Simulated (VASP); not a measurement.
# Zn (Im-3m) in VASP: single point with PBEsol

Aim: the single point of Zn with PBEsol.

Everything below comes from runs of VASP 6.6.1. Logs are shortened: lines on timing, memory, paths and dates and some standing lists are left out, and cuts for length are marked.

## Step 1: The cell of the first run

The structure is cubic, space group Im-3m (No. 229). The conventional cell has a = 3.138 Å, b = 3.138 Å, c = 3.138 Å, α = 90.00°, β = 90.00°, γ = 90.00°. Zn (site symmetry m-3m) has 14 Zn at 2.72 to 3.14 Å within 3.6 Å.

## Step 2: Single point, PBEsol (Mg replaced by Zn, lengths x 0.919, strained)

INCAR

```
SYSTEM = Zn
PREC = Accurate
ENCUT = 500
EDIFF = 1E-6
ISMEAR = 0
SIGMA = 0.1
LREAL = .FALSE.
LASPH = .TRUE.
NELM = 120
ALGO = Normal
ISIF = 2
LWAVE = .FALSE.
LCHARG = .TRUE.
GGA = PS
LELF = .TRUE.
LVHAR = .TRUE.
NBANDS = 12
GGA_COMPAT = .FALSE.
```

KPOINTS

```
Automatic mesh
0
G
  8 8 8
  0 0 0
```

POSCAR

```
Zn
1.0
   -1.5691292266      1.5691292266      1.5691292266
    1.5691292266     -1.5691292266      1.5691292266
    1.5691292266      1.5691292266     -1.5691292266
Zn
1
Direct
    0.0000000000      0.0000000000      0.0000000000
```

Potentials or basis: VASP PAW PBE potentials, release 64 (Zn).

The run is started by

```sh
$ cat potpaw_PBE.64/Zn/POTCAR > POTCAR
$ mpirun -np 1 vasp_std > vasp.out
```

OUTCAR:

```text
SYSTEM = Zn
   PREC = Accurate
   ENCUT = 500
   EDIFF = 1E-6
   ISMEAR = 0
   LREAL = .FALSE.
   LASPH = .TRUE.
   NELM = 120
   ISIF = 2
   GGA = PS

 ion  position               nearest neighbor table
   1  0.000  0.000  0.000-

  LATTYP: Found a body centered cubic cell.
 ALAT       =     3.1382584532

  Lattice vectors:

 A1 = (  -1.5691292266,   1.5691292266,   1.5691292266)
 A2 = (   1.5691292266,  -1.5691292266,   1.5691292266)
 A3 = (   1.5691292266,   1.5691292266,  -1.5691292266)

Analysis of symmetry for initial positions (statically):
=====================================================================
 Subroutine PRICEL returns:
 Original cell was already a primitive cell.

 Routine SETGRP: Setting up the symmetry group for a
 body centered cubic supercell.

 Subroutine GETGRP returns: Found 48 space group operations
 (whereof 48 operations were pure point group operations)
 out of a pool of 48 trial point group operations.

The static configuration has the point symmetry O_h .

Analysis of symmetry for dynamics (positions and initial velocities):
=====================================================================
 Subroutine PRICEL returns:
 Original cell was already a primitive cell.

 Routine SETGRP: Setting up the symmetry group for a
 body centered cubic supercell.

 Subroutine GETGRP returns: Found 48 space group operations
 (whereof 48 operations were pure point group operations)
 out of a pool of 48 trial point group operations.

The dynamic configuration has the point symmetry O_h .

 Subroutine INISYM returns: Found 48 space group operations
 (whereof 48 operations are pure point group operations),
 and found     1 'primitive' translations

----------------------------------------------------------------------------------------

                                     Primitive cell

  volume of cell :      15.4538

  direct lattice vectors                    reciprocal lattice vectors
    -1.569129227  1.569129227  1.569129227     0.000000000  0.318648070  0.318648070
     1.569129227 -1.569129227  1.569129227     0.318648070  0.000000000  0.318648070
     1.569129227  1.569129227 -1.569129227     0.318648070  0.318648070  0.000000000

  length of vectors
     2.717811544  2.717811544  2.717811544     0.450636423  0.450636423  0.450636423

  position of ions in fractional coordinates (direct lattice)
     0.000000000  0.000000000  0.000000000

  ion indices of the primitive-cell ions
[... 75 lines left out ...]
   LREAL  =      F    real-space projection
   EDIFFG = 0.1E-04   stopping-criterion for IOM
   NSW    =      0    number of steps for IOM
   IBRION =     -1    ionic relax: 0-MD 1-quasi-New 2-CG
   NFREE  =      0    steps in history (QN), initial steepest desc. (CG)
   ISIF   =      2    stress and relaxation
   ISYM   =      2    0-nonsym 1-usesym 2-fastsym
   POTIM  = 0.5000    time-step for ionic-motion
   TEBEG  =    0.0;   TEEND  =   0.0 temperature during run
   PSTRESS=    0.0 pullay stress
   NELECT =      12.0000    total number of electrons
   NUPDOWN=      -1.0000    fix difference up-down
   EMIN   =  10.00;   EMAX   =-10.00  energy-range for DOS
   EFERMI =   0.00;   METHOD = LEGACY
   ISMEAR =     0;   SIGMA  =   0.10  broadening in eV -4-tet -1-fermi 0-gaus
   EFERMI_NEDOS =   21; number of points for ismear=-14 and -15
   IALGO  =     38    algorithm
   IMIX   =      4    mixing-type and parameters
     AMIX     =   0.40;   BMIX     =  1.00
     AMIX_MAG =   1.60;   BMIX_MAG =  1.00
  volume/ion in A,a.u.               =      15.45       104.29
  Fermi-wavevector in a.u.,A,eV,Ry     =   1.504723  2.843514 30.806190  2.264191
  Thomas-Fermi vector in A             =   2.615665
   LORBIT       =      0    0 simple, 1 ext, 2 COOP (PROOUT), +10 PAW based schemes
   GGA     = PS    functional components
   LHFCALC =     F    Hartree Fock is set to
   AEXX    =    0.0000 exact exchange contribution
   IVDW    =     0    specifies the selected vdW correction
   LEPSILON=     F    determine dielectric tensor
   LRPA    =     F    only Hartree local field effects (RPA)
 non-spin polarized calculation
 Gauss-broadening in eV      SIGMA  =   0.10
  energy-cutoff  :      500.00
  volume of cell :       15.45
 maximum number of plane-waves:       402
   NGX =  9   NGY =  9   NGZ =  9

 number of electron      12.0000023 magnetization

 Free energy of the ion-electron system (eV)
  ---------------------------------------------------
  ext. energy  EPLUGINS =         0.00000000
  ---------------------------------------------------
  free energy    TOTEN  =        -1.46277760 eV

  energy without entropy =       -1.46133058  energy(sigma->0) =       -1.46205409

 E-fermi :   2.7361     XC(G=0): -11.6322

 val. band max:        2.5633958091   @ k =   0.3750   0.1250   0.1250
 cond. band min:       2.7512450454   @ k =   0.5000   0.5000   0.2500
 fundamental gap:      0.1878492363
 Fermi energy:         2.7361127969

 k-point     1 :       0.0000    0.0000    0.0000
  band No.  band energies     occupation
      1      -7.4376      2.00000
      2      -4.8237      2.00000
      3      -4.8237      2.00000
      4      -4.8237      2.00000
      5      -4.3224      2.00000
      6      -4.3224      2.00000
      7      21.8359      0.00000
      8      21.8359      0.00000
      9      21.8359      0.00000
     10      23.6336      0.00000
     11      23.6336      0.00000
     12      23.6336      0.00000
[... 331 lines left out ...]
 k-point    24 :      -0.3750    0.3750    0.2500
  band No.  band energies     occupation
      1      -5.0710      2.00000
      2      -4.9475      2.00000
      3      -4.6204      2.00000
      4      -4.4688      2.00000
      5      -4.1749      2.00000
      6      -0.4611      2.00000
      7       7.3590      0.00000
      8      10.0916      0.00000
      9      12.7738      0.00000
     10      15.5533      0.00000
     11      22.9628      0.00000
     12      26.3596      0.00000

 [... further k-points ...]
[... 5 lines left out ...]
  --------------------------------------------------------------------------------------
  -------------------------------------------------------------------------------------
  Total       -0.5575044     -0.5575044     -0.5575044     -0.0000000      0.0000000     -0.0000000
  in kB      -57.7993219    -57.7993219    -57.7993219     -0.0000000      0.0000000     -0.0000000
  external PRESSURE =     -57.7993219 kB  Pullay stress =       0.0000000 kB

 VOLUME and BASIS-vectors are now :
 -----------------------------------------------------------------------------
  energy-cutoff  :      500.00
  volume of cell :       15.45
      direct lattice vectors                 reciprocal lattice vectors
    -1.569129227  1.569129227  1.569129227     0.000000000  0.318648070  0.318648070
     1.569129227 -1.569129227  1.569129227     0.318648070  0.000000000  0.318648070
     1.569129227  1.569129227 -1.569129227     0.318648070  0.318648070  0.000000000

 POSITION                                       TOTAL-FORCE (eV/Angst)
 -----------------------------------------------------------------------------------
      0.00000      0.00000      0.00000        -0.000000      0.000000      0.000000
 -----------------------------------------------------------------------------------
    total drift:                                0.000000      0.000000      0.000000

  FREE ENERGIE OF THE ION-ELECTRON SYSTEM (eV)
  ---------------------------------------------------
  free  energy   TOTEN  =        -1.4627776036 eV

  energy  without entropy=       -1.4613305788  energy(sigma->0) =       -1.46205409
```

OSZICAR:

```text
N       E                     dE             d eps       ncg     rms          rms(c)
DAV:   1     0.394587253859E+02    0.39459E+02   -0.63517E+03   740   0.159E+03
DAV:   2    -0.441639352503E+00   -0.39900E+02   -0.37072E+02   732   0.203E+02
DAV:   3    -0.159447886924E+01   -0.11528E+01   -0.11516E+01   820   0.343E+01
DAV:   4    -0.159703565001E+01   -0.25568E-02   -0.25567E-02   804   0.157E+00
DAV:   5    -0.159703763144E+01   -0.19814E-05   -0.19812E-05   784   0.435E-02    0.279E+00
DAV:   6    -0.147262625145E+01    0.12441E+00   -0.68273E-01   792   0.166E+01    0.213E+00
DAV:   7    -0.146587098759E+01    0.67553E-02   -0.13658E-02   788   0.229E+00    0.108E+00
DAV:   8    -0.146278541307E+01    0.30856E-02   -0.11691E-03   916   0.469E-01    0.332E-02
DAV:   9    -0.146277853632E+01    0.68768E-05   -0.11820E-04  1044   0.176E-01    0.246E-02
DAV:  10    -0.146277767629E+01    0.86003E-06   -0.10611E-05   752   0.559E-02    0.149E-03
DAV:  11    -0.146277760357E+01    0.72715E-07   -0.14046E-07   440   0.606E-03
   1 F= -.14627776E+01 E0= -.14620541E+01  d E =-.144702E-02
```

stdout:

```text
POSCAR found type information on POSCAR Zn
 POSCAR found :  1 types and       1 ions
 scaLAPACK will be used
 -----------------------------------------------------------------------------
|                                                                             |
|                                                                             |
|     You enforced a specific xc type in the INCAR file but a different       |
|     I HOPE YOU KNOW WHAT YOU ARE DOING!                                     |
|                                                                             |
 -----------------------------------------------------------------------------

 LDA part: xc-table for (Slater+PW92), standard interpolation
 POSCAR, INCAR and KPOINTS ok, starting setup
 FFT: planning ... GRIDC
 FFT: planning ... GRID_SOFT
 FFT: planning ... GRID
 WAVECAR not read
 entering main loop
```

It took 3 s on 1 thread of Intel Xeon 6975P-C (Granite Rapids), shared host; peak memory 0.12 GiB.

What came out:

```yaml
Free_energy: -1.4628 eV
Pressure: -5.8 GPa
Band_gap_on_the_k_mesh: zero (band 6 reaches 7.07 eV, above the bottom of band 7 at 1.91 eV)
```

Caveat: the cell differs from its parent crystal (Mg replaced by Zn, lengths x 0.919, strained); the PAW data sets were made with another functional, which shifts forces and pressure a little.
